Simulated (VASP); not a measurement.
# Ti7SnO16 (P1) in VASP: single point with PBEsol

Aim: the single point of Ti7SnO16 with PBEsol.

All numbers are computed with VASP 6.6.1; they aren't measurements. Logs are shortened: lines on timing, memory, paths and dates and some standing lists are left out, and cuts for length are marked.

## (1) The cell of the first run

The typed cell holds 72 atoms: a = 9.250 Å, b = 9.257 Å, c = 8.891 Å, α = 90.00°, β = 90.00°, γ = 90.00°.

## (2) Single point, PBEsol

File INCAR:

```
SYSTEM = Ti7SnO16
PREC = Accurate
ENCUT = 520
EDIFF = 1E-7
ISMEAR = -1
SIGMA = 0.05
LREAL = Auto
LASPH = .TRUE.
NELM = 100
ALGO = Normal
ISIF = 2
LWAVE = .FALSE.
LCHARG = .TRUE.
GGA = PS
LELF = .TRUE.
LVHAR = .TRUE.
NBANDS = 333
```

File KPOINTS:

```
Automatic mesh
0
Gamma
  1 1 1
  0.5 0.5 0.5
```

File POSCAR:

```
Ti7SnO16
1.0
    9.2496372675      0.0000000000      0.0000000000
    0.0000000000      9.2565581264      0.0000000000
    0.0000000000      0.0000000000      8.8911586649
Ti Sn O
21 3 48
Direct
    0.0020160000      0.9995110000      0.9999500000
    0.0018920000      0.0094420000      0.3324150000
    0.9980540000      0.0004580000      0.6682640000
    0.9961930000      0.4910340000      0.9968980000
    0.0049010000      0.4973780000      0.6727810000
    0.5020020000      0.0049890000      0.0014060000
    0.4999320000      0.9983550000      0.3317470000
    0.4996600000      0.0006150000      0.6632190000
    0.5012450000      0.5021910000      0.9999420000
    0.4952780000      0.4948150000      0.3302600000
    0.5045220000      0.4969760000      0.6659150000
    0.2520140000      0.2503150000      0.1634500000
    0.2506390000      0.2489210000      0.5030290000
    0.2558560000      0.2458070000      0.8333290000
    0.2489020000      0.7528400000      0.1592040000
    0.2523790000      0.7471320000      0.8395830000
    0.7456670000      0.2465420000      0.1670370000
    0.7481470000      0.2484780000      0.5012210000
    0.7518340000      0.2501710000      0.8309140000
    0.7516600000      0.7514800000      0.1730640000
    0.7514300000      0.7479100000      0.4944050000
    0.9983000000      0.4996520000      0.3330790000
    0.2522040000      0.7528550000      0.5014400000
    0.7492460000      0.7520100000      0.8342040000
    0.1556170000      0.1511100000      0.0001280000
    0.1516940000      0.1561450000      0.3337590000
    0.1544040000      0.1529770000      0.6676820000
    0.1538170000      0.6534690000      0.0006890000
    0.1527270000      0.6556130000      0.3244320000
    0.1509480000      0.6500060000      0.6776480000
    0.6519430000      0.1541760000      0.9998190000
    0.6528130000      0.1515470000      0.3337180000
    0.6522310000      0.1540780000      0.6686620000
    0.6461580000      0.6520750000      0.0096390000
    0.6548230000      0.6519990000      0.3338160000
    0.6481340000      0.6505640000      0.6583790000
    0.3485220000      0.3472360000      0.9999710000
    0.3474790000      0.3469800000      0.3336020000
    0.3500800000      0.3452730000      0.6677540000
    0.3480700000      0.8495010000      0.0001580000
    0.3531600000      0.8515500000      0.3237880000
    0.3511230000      0.8528860000      0.6783750000
    0.8473490000      0.3460480000      0.0009570000
    0.8419640000      0.3446300000      0.3337360000
    0.8474940000      0.3462180000      0.6671680000
    0.8510690000      0.8532650000      0.0097470000
    0.8477870000      0.8482110000      0.3339260000
    0.8490120000      0.8545180000      0.6583590000
    0.1008330000      0.3983450000      0.1572220000
    0.1027360000      0.4011110000      0.5095380000
    0.0979110000      0.4001080000      0.8349090000
    0.0996260000      0.9067890000      0.1681510000
    0.0958970000      0.9103260000      0.4996410000
    0.0950300000      0.9029740000      0.8336480000
    0.5961690000      0.4002630000      0.1672740000
    0.5967520000      0.3996260000      0.4999800000
    0.6002690000      0.4047100000      0.8346080000
    0.5986250000      0.9058180000      0.1653440000
    0.5954690000      0.9037110000      0.5011050000
    0.5950250000      0.9098970000      0.8347540000
    0.4039700000      0.0998210000      0.1667420000
    0.4020700000      0.0969180000      0.4998350000
    0.4035260000      0.1003930000      0.8349650000
    0.4023450000      0.5962740000      0.1683890000
    0.4057160000      0.5923740000      0.4994930000
    0.4032880000      0.5970220000      0.8338080000
    0.9027140000      0.1000990000      0.1676390000
    0.9024170000      0.1005440000      0.4994980000
    0.9027120000      0.0993280000      0.8346320000
    0.8981490000      0.6003060000      0.1553880000
    0.9012860000      0.6020910000      0.5113470000
    0.9045190000      0.5929190000      0.8347760000
```

Potentials or basis: VASP PAW PBE potentials, release 64 (Ti_sv, Sn_d, O).

Started as:

```
cat potpaw_PBE.64/Ti_sv/POTCAR potpaw_PBE.64/Sn_d/POTCAR potpaw_PBE.64/O/POTCAR > POTCAR
mpirun -np 1 vasp_std > vasp.out
```

OUTCAR:

```text
SYSTEM = Ti7SnO16
   PREC = Accurate
   ENCUT = 520
   EDIFF = 1E-7
   ISMEAR = -1
   LREAL = Auto
   LASPH = .TRUE.
   NELM = 100
   ISIF = 2
   GGA = PS

 ion  position               nearest neighbor table
   1  0.002  1.000  1.000-  54 1.93  52 1.95  46 1.95  69 1.96  67 1.98  25 2.00
   2  0.002  0.009  0.332-  67 1.92  26 1.94  68 1.94  53 1.95  52 1.96  47 2.06
   3  0.998  0.000  0.668-  48 1.93  53 1.94  54 1.94  69 1.95  68 1.97  27 2.02
   4  0.996  0.491  0.997-  51 1.92  72 1.92  43 1.92  49 1.92  70 1.96  28 2.09   5 2.88  22 2.99

   5  0.005  0.497  0.673-  51 1.90  72 1.93  50 1.93  30 1.96  71 1.98  45 2.02   4 2.88  22 3.02
[... 73 lines left out ...]
  71  0.901  0.602  0.511-  21 1.94   5 1.98  22 2.05
  72  0.905  0.593  0.835-   4 1.92   5 1.93  24 2.06

  LATTYP: Found a simple orthorhombic cell.
 ALAT       =     8.8911586649
 B/A-ratio  =     1.0403185475
 C/A-ratio  =     1.0410969453

  Lattice vectors:

 A1 = (   0.0000000000,   0.0000000000,   8.8911586649)
 A2 = (   9.2496372675,   0.0000000000,   0.0000000000)
 A3 = (   0.0000000000,   9.2565581264,   0.0000000000)

Analysis of symmetry for initial positions (statically):
=====================================================================
 Subroutine PRICEL returns:
 Original cell was already a primitive cell.

 Routine SETGRP: Setting up the symmetry group for a
 simple orthorhombic supercell.

 Subroutine GETGRP returns: Found  1 space group operations
 (whereof  1 operations were pure point group operations)
 out of a pool of  8 trial point group operations.

The static configuration has the point symmetry C_1 .

Analysis of symmetry for dynamics (positions and initial velocities):
=====================================================================
 Subroutine PRICEL returns:
 Original cell was already a primitive cell.

 Routine SETGRP: Setting up the symmetry group for a
 simple orthorhombic supercell.

 Subroutine GETGRP returns: Found  1 space group operations
 (whereof  1 operations were pure point group operations)
 out of a pool of  8 trial point group operations.

The dynamic configuration has the point symmetry C_1 .

 Subroutine INISYM returns: Found  1 space group operations
 (whereof  1 operations are pure point group operations),
 and found     1 'primitive' translations

----------------------------------------------------------------------------------------

                                     Primitive cell

  volume of cell :     761.2593

  direct lattice vectors                    reciprocal lattice vectors
     9.249637268  0.000000000  0.000000000     0.108112348  0.000000000  0.000000000
     0.000000000  9.256558126  0.000000000     0.000000000  0.108031515  0.000000000
     0.000000000  0.000000000  8.891158665     0.000000000  0.000000000  0.112471280

  length of vectors
     9.249637268  9.256558126  8.891158665     0.108112348  0.108031515  0.112471280

  position of ions in fractional coordinates (direct lattice)
     0.002016000  0.999511000  0.999950000
     0.001892000  0.009442000  0.332415000
     0.998054000  0.000458000  0.668264000
     0.996193000  0.491034000  0.996898000
     0.004901000  0.497378000  0.672781000
     0.502002000  0.004989000  0.001406000
[... 64 lines left out ...]
     0.901286000  0.602091000  0.511347000
     0.904519000  0.592919000  0.834776000

  ion indices of the primitive-cell ions
   primitive index   ion index
                 1           1
                 2           2
                 3           3
                 4           4
                 5           5
                 6           6
[... 64 lines left out ...]
                71          71
                72          72

----------------------------------------------------------------------------------------

 KPOINTS: Automatic mesh

Automatic generation of k-mesh.
 Grid dimensions read from file:
 generate k-points for:    1    1    1

 Generating k-lattice:

  Cartesian coordinates                     Fractional coordinates (reciprocal lattice)
     0.108112348  0.000000000  0.000000000     1.000000000  0.000000000  0.000000000
     0.000000000  0.108031515  0.000000000     0.000000000  1.000000000  0.000000000
     0.000000000  0.000000000  0.112471280     0.000000000  0.000000000  1.000000000

  Length of vectors
     0.108112348  0.108031515  0.112471280

  Shift w.r.t. Gamma in fractional coordinates (k-lattice)
     0.500000000  0.500000000  0.500000000

 Subroutine IBZKPT returns following result:
 ===========================================

 Found      1 irreducible k-points:

 Following reciprocal coordinates:
            Coordinates               Weight
  0.500000  0.500000  0.500000      1.000000
   k-points           NKPTS =      1   k-points in BZ     NKDIM =      1   number of bands    NBANDS=    333
   number of dos      NEDOS =    301   number of ions     NIONS =     72
   total plane-waves  NPLWV = 343000
   dimension x,y,z NGX =    70 NGY =   70 NGZ =   70
   dimension x,y,z NGXF=   140 NGYF=  140 NGZF=  140
   ions per type =              21   3  48
   NGX,Y,Z   is equivalent  to a cutoff of  12.58, 12.57, 13.09 a.u.
   NGXF,Y,Z  is equivalent  to a cutoff of  25.16, 25.14, 26.18 a.u.
 SYSTEM =  Ti7SnO16
   PREC   = accura    normal or accurate (medium, high low for compatibility)
   ISTART =      0    job   : 0-new  1-cont  2-samecut
   ICHARG =      2    charge: 1-file 2-atom 10-const
   ISPIN  =      1    spin polarized calculation?
   LNONCOLLINEAR =      F non collinear calculations
   LSORBIT =      F    spin-orbit coupling
   LASPH  =      T    aspherical Exc in radial PAW
   ENCUT  =  520.0 eV  38.22 Ry    6.18 a.u.  17.20 17.21 16.53*2*pi/ulx,y,z
   NELM   =    100;   NELMIN=  2; NELMDL= -5     # of ELM steps
   EDIFF  = 0.1E-06   stopping-criterion for ELM
   LREAL  =      T    real-space projection
   EDIFFG = 0.1E-05   stopping-criterion for IOM
   NSW    =      0    number of steps for IOM
   IBRION =     -1    ionic relax: 0-MD 1-quasi-New 2-CG
   NFREE  =      0    steps in history (QN), initial steepest desc. (CG)
   ISIF   =      2    stress and relaxation
   ISYM   =      2    0-nonsym 1-usesym 2-fastsym
   POTIM  = 0.5000    time-step for ionic-motion
   TEBEG  =    0.0;   TEEND  =   0.0 temperature during run
   PSTRESS=    0.0 pullay stress
   NELECT =     582.0000    total number of electrons
   NUPDOWN=      -1.0000    fix difference up-down
   EMIN   =  10.00;   EMAX   =-10.00  energy-range for DOS
   EFERMI =   0.00;   METHOD = LEGACY
   ISMEAR =    -1;   SIGMA  =   0.05  broadening in eV -4-tet -1-fermi 0-gaus
   EFERMI_NEDOS =   21; number of points for ismear=-14 and -15
   IALGO  =     38    algorithm
   IMIX   =      4    mixing-type and parameters
     AMIX     =   0.40;   BMIX     =  1.00
     AMIX_MAG =   1.60;   BMIX_MAG =  1.00
  volume/ion in A,a.u.               =      10.57        71.35
  Fermi-wavevector in a.u.,A,eV,Ry     =   1.496942  2.828810 30.488414  2.240835
  Thomas-Fermi vector in A             =   2.608894
   LORBIT       =      0    0 simple, 1 ext, 2 COOP (PROOUT), +10 PAW based schemes
   GGA     = PS    functional components
   LHFCALC =     F    Hartree Fock is set to
   AEXX    =    0.0000 exact exchange contribution
   IVDW    =     0    specifies the selected vdW correction
   LEPSILON=     F    determine dielectric tensor
   LRPA    =     F    only Hartree local field effects (RPA)
 non-spin polarized calculation
  energy-cutoff  :      520.00
  volume of cell :      761.26
 maximum number of plane-waves:     20480
 NGX is ok and might be reduce to    70
   NGX = 35   NGY = 35   NGZ = 33

 number of electron     582.0000035 magnetization

 Free energy of the ion-electron system (eV)
  ---------------------------------------------------
  ext. energy  EPLUGINS =         0.00000000
  ---------------------------------------------------
  free energy    TOTEN  =      -648.21382429 eV

  energy without entropy =     -648.21382429  energy(sigma->0) =     -648.21382429

 E-fermi :   5.7239     XC(G=0): -11.6891

 val. band max:        4.4509100737   @ k =   0.5000   0.5000   0.5000
 cond. band min:       7.0874933229   @ k =   0.5000   0.5000   0.5000
 fundamental gap:      2.6365832492
 Fermi energy:         5.7239004885

 k-point     1 :       0.5000    0.5000    0.5000
  band No.  band energies     occupation
      1     -51.6827      2.00000
      2     -51.6790      2.00000
      3     -51.6719      2.00000
      4     -51.6626      2.00000
      5     -51.6579      2.00000
      6     -51.6472      2.00000
[... 295 lines left out ...]
    302       7.4257      0.00000
    303       7.4340      0.00000
 [bands above 303 left out]

------------------------ aborting loop because EDIFF is reached ----------------------------------------

  FORCE on cell =-STRESS in cart. coord.  units (eV):
  Direction    XX          YY          ZZ          XY          YZ          ZX
  --------------------------------------------------------------------------------------
  -------------------------------------------------------------------------------------
  Total        2.6616470      2.6582857      4.0697182      0.6813184      0.0227399     -0.0468249
  in kB        5.6018110      5.5947366      8.5652951      1.4339306      0.0478594     -0.0985496
  external PRESSURE =       6.5872809 kB  Pullay stress =       0.0000000 kB

 VOLUME and BASIS-vectors are now :
 -----------------------------------------------------------------------------
  energy-cutoff  :      520.00
  volume of cell :      761.26
      direct lattice vectors                 reciprocal lattice vectors
     9.249637268  0.000000000  0.000000000     0.108112348  0.000000000  0.000000000
     0.000000000  9.256558126  0.000000000     0.000000000  0.108031515  0.000000000
     0.000000000  0.000000000  8.891158665     0.000000000  0.000000000  0.112471280

 POSITION                                       TOTAL-FORCE (eV/Angst)
 -----------------------------------------------------------------------------------
      0.01865      9.25203      8.89071        -0.017079      0.018206      0.010826
      0.01750      0.08740      2.95555        -0.013741     -0.003367      0.011427
      9.23164      0.00424      5.94164         0.003850      0.012898      0.005457
      9.21442      4.54528      8.86358         0.004333      0.023724      0.010051
      0.04533      4.60401      5.98180        -0.015721      0.003302     -0.005723
      4.64334      0.04618      0.01250        -0.011178     -0.018581      0.000840
[... 64 lines left out ...]
      8.33657      5.57329      4.54647        -0.004473      0.009709      0.018395
      8.36647      5.48839      7.42213        -0.025433      0.021585     -0.007188
 -----------------------------------------------------------------------------------
    total drift:                               -0.002056      0.010964     -0.046446

  FREE ENERGIE OF THE ION-ELECTRON SYSTEM (eV)
  ---------------------------------------------------
  free  energy   TOTEN  =      -648.2138242926 eV

  energy  without entropy=     -648.2138242925  energy(sigma->0) =     -648.21382429
```

Run time: 25 min. Hardware: 1 thread of Intel Xeon 8259CL, shared host; peak memory 0.8 GiB.

What came out:

| Item | Value |
| --- | --- |
| Free energy | -648.2138 eV |
| Pressure | 0.7 GPa |
| Largest force | 0.056 eV/Å |
| Band gap on the k mesh | 2.64 eV |

Forces in eV/Å, atoms in the order of the input:
```
Ti  -0.017  0.018  0.011
Ti  -0.014 -0.003  0.011
Ti   0.004  0.013  0.005
Ti   0.004  0.024  0.010
Ti  -0.016  0.003 -0.006
Ti  -0.011 -0.019  0.001
Ti   0.001  0.018 -0.012
Ti  -0.002  0.018 -0.014
Ti  -0.016 -0.016  0.004
Ti   0.017  0.017  0.014
Ti  -0.016 -0.001  0.008
Ti   0.007 -0.001  0.017
Ti   0.020 -0.010 -0.013
Ti  -0.021  0.016 -0.002
Ti  -0.001  0.005  0.019
Ti   0.014  0.000 -0.001
Ti  -0.003  0.001 -0.018
Ti  -0.009 -0.002 -0.001
Ti   0.002 -0.002  0.026
Ti   0.001  0.012 -0.022
Ti  -0.004  0.010  0.023
Sn  -0.001 -0.010 -0.019
Sn   0.005 -0.001 -0.018
Sn   0.013 -0.010 -0.014
O   -0.026 -0.025  0.001
O    0.004  0.004  0.002
O   -0.023 -0.025  0.002
O   -0.039 -0.040 -0.003
O   -0.008 -0.010 -0.007
O   -0.019 -0.016  0.002
O   -0.007 -0.009 -0.008
O   -0.016 -0.020  0.006
O   -0.019 -0.023 -0.002
O   -0.013 -0.009  0.016
O   -0.036 -0.037 -0.002
O   -0.010 -0.005 -0.011
O    0.027  0.026 -0.001
O    0.001 -0.002  0.004
O    0.017  0.021 -0.003
O    0.032  0.030 -0.006
O    0.006  0.002 -0.006
O    0.010  0.016  0.017
O    0.000  0.001  0.006
O    0.012  0.006  0.004
O    0.027  0.027 -0.008
O    0.019  0.019  0.010
O    0.030  0.029  0.005
O    0.003  0.007 -0.011
O    0.020 -0.021  0.006
O    0.015 -0.015  0.000
O    0.030 -0.031  0.004
O    0.018 -0.017 -0.003
O    0.017 -0.009 -0.001
O    0.029 -0.031 -0.003
O    0.019 -0.020 -0.007
O    0.023 -0.028 -0.008
O    0.021 -0.023  0.009
O    0.030 -0.025 -0.001
O    0.032 -0.030 -0.004
O    0.008 -0.002 -0.004
O   -0.018  0.018  0.003
O   -0.018  0.022 -0.004
O    0.000  0.002 -0.005
O   -0.021  0.020 -0.003
O   -0.020  0.018  0.002
O   -0.019  0.018 -0.004
O   -0.014  0.017 -0.018
O   -0.023  0.028  0.004
O   -0.012  0.016  0.011
O   -0.018  0.016 -0.004
O   -0.004  0.010  0.018
O   -0.025  0.022 -0.007
```

Caveat: the k points lie up to 0.71 Å⁻¹ apart; the PAW data sets were made with another functional, which shifts forces and pressure a little; spin-orbit coupling is left out, which moves the levels of the heavy elements; a shifted mesh leaves out Γ, where band edges can lie. A k mesh can miss the band edges.
